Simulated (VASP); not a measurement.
Write the native input for VASP 6.6.1 that does the following.

| Item | Value |
| --- | --- |
| Task | relaxation of cell and atoms |
| Functional | PBE |
| Potentials or basis | VASP PAW PBE potentials, release 64 (Rb_sv, Ta_pv, As) |
| Cutoff | 600 eV |
| k mesh | 6 × 6 × 4 |
| Occupations | gaussian, width 0.1 eV |
| Spin | no spin polarisation |
| Dipole correction | no |
| Further INCAR settings | ALGO = Normal; EDIFF = 1e-07; IBRION = 2; EDIFFG = -0.04; NSW = 90; ISIF = 3 |

The structure of RbTaAs2 lies in POSCAR:

```
RbTaAs2
1.0
    4.7996427300      0.0000000000      0.0000000000
   -2.3998213700      4.1566125400      0.0000000000
    0.0000000000      0.0000000000      6.3516876000
Rb Ta As
1 1 2
Direct
    0.0000000000      0.0000000000      0.0000000000
    0.0000000000      0.0000000000      0.5000000000
    0.3333333300      0.6666666700      0.0000000000
    0.6666666700      0.3333333300      0.0000000000
```

The cell was built from a structure type or drawn by symmetry, and may not be a known phase.

One way to write it, as run:

INCAR

```
ALGO = Normal
EDIFF = 1E-7
EDIFFG = -0.04
ENCUT = 600
GGA = PE
IBRION = 2
ISIF = 3
ISMEAR = 0
LASPH = T
LCHARG = F
LREAL = F
LWAVE = F
NELM = 60
NSW = 90
PREC = Accurate
SIGMA = 0.1
```

KPOINTS

```
k-points
0
Gamma
  6 6 4
```

Potentials or basis: VASP PAW PBE potentials, release 64 (Rb_sv, Ta_pv, As).

Run with:

```bash
$ cat potpaw_PBE.64/Rb_sv/POTCAR potpaw_PBE.64/Ta_pv/POTCAR potpaw_PBE.64/As/POTCAR > POTCAR
$ mpirun -np 1 vasp_std > vasp.out
```

Results of the run:

| Property | Result |
| --- | --- |
| Relaxed volume | 35.60 Å³/atom |
| Relaxed cell | a = 5.265 Å, b = 5.265 Å, c = 5.931 Å, α = 90.00°, β = 90.00°, γ = 120.00° |
| Space group after relaxing (to 0.1 Å) | P6/mmm (No. 191) |
| Energy gained by relaxing | 184.4 meV/atom |
| Ionic steps | 12 |
| Pressure after relaxing | 0.0 GPa |
| Band gap on the k mesh | zero (bands 15 and 16 overlap by 0.37 eV) |

Caveat: spin-orbit coupling is left out, which moves the levels of the heavy elements.

Wall time 11 min on 1 thread of Intel(R) Xeon(R) 6975P-C (Granite Rapids), on a shared host, peak memory 0.34 GiB.
